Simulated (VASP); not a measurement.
A run of VASP 6.6.1 is set up as follows.

The input INCAR:

```
SYSTEM = LiSb3
ALGO = Normal
EDIFF = 1E-6
EDIFFG = -0.01
ENCUT = 600
GGA = PE
IBRION = 2
ISIF = 3
ISMEAR = 0
LASPH = .True.
LCHARG = .False.
LREAL = .False.
LWAVE = .False.
NELM = 60
NSW = 100
PREC = Accurate
SIGMA = 0.1
```

The input KPOINTS:

```
k-points
0
Gamma
  10 10 10
  0 0 0
```

Contents of POSCAR:

```
LiSb3
1.0
    4.6810210000      0.0000000000      0.0000000000
    0.0000000000      4.6810210000      0.0000000000
    0.0000000000      0.0000000000      4.6810210000
Li Sb
1 3
Direct
    0.0000000000      0.0000000000      0.0000000000
    0.5000000000      0.0000000000      0.5000000000
    0.0000000000      0.5000000000      0.5000000000
    0.5000000000      0.5000000000      0.0000000000
```

Potentials or basis: VASP PAW PBE potentials, release 64 (Li_sv, Sb).

Run with:

```console
$ cat potpaw_PBE.64/Li_sv/POTCAR potpaw_PBE.64/Sb/POTCAR > POTCAR
$ mpirun -np 1 vasp_std > vasp.out
```

Question: Predict the relaxed volume.

Answer: 25.68 Å³/atom.

Question: What does it give for the relaxed cell?

Answer: a = 4.683 Å, b = 4.683 Å, c = 4.683 Å, α = 90.00°, β = 90.00°, γ = 90.00°.

Question: What does it give for the band gap on the k mesh?

Answer: Zero (bands 9 and 10 overlap by 2.26 eV).

Final structure:
```
CELL_PARAMETERS angstrom
4.68349 0.00000 0.00000
0.00000 4.68349 0.00000
0.00000 0.00000 4.68349
ATOMIC_POSITIONS crystal
Li 0.00000 0.00000 0.00000
Sb 0.50000 0.00000 0.50000
Sb 0.00000 0.50000 0.50000
Sb 0.50000 0.50000 0.00000
```

Caveat: the cutoff is under 1.25 times the usual one of these potentials, so pressure, stress and relaxed cells hold a basis-set (Pulay) error; spin-orbit coupling is left out, which moves the levels of the heavy elements.
